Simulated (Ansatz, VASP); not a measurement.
CuI2 in VASP and in Ansatz

```xyz
3
Lattice="0.0000 3.5860 3.5860 3.5860 0.0000 3.5860 3.5860 3.5860 0.0000" Properties=species:S:1:pos:R:3 pbc="T T T"
Cu    0.0000    0.0000    0.0000
I     1.7930    1.7930    1.7930
I     5.3790    5.3790    5.3790
```

Alike in both runs: functional PBE; k mesh 12 × 12 × 12; occupations fermi-dirac, width 0.03 eV; no spin polarisation.

Ansatz relaxed the structure, and its values are those at the end. VASP's run is a single point on that final structure, the one shown.

|  | VASP | Ansatz |
| --- | --- | --- |
| version | VASP 6.6.1 | Ansatz 0.2.0 |
| potentials or method | VASP PAW PBE potentials, release 64 (Cu, I) | PAW with Ansatz's default frozen-core files, scalar-relativistic |
| plane-wave cutoff (eV) | 520 | 420 |
| valence electrons in the cell | 25 | 53 |

VASP gave:

* pressure (GPa): -0.1

Task: Which values does Ansatz return?

Result: Pressure (GPa): 0.0.

VASP's potentials hold 25 valence electrons a cell and Ansatz's 53, so a difference there can come from the potentials and not from the codes.

Spin-orbit coupling is off throughout.
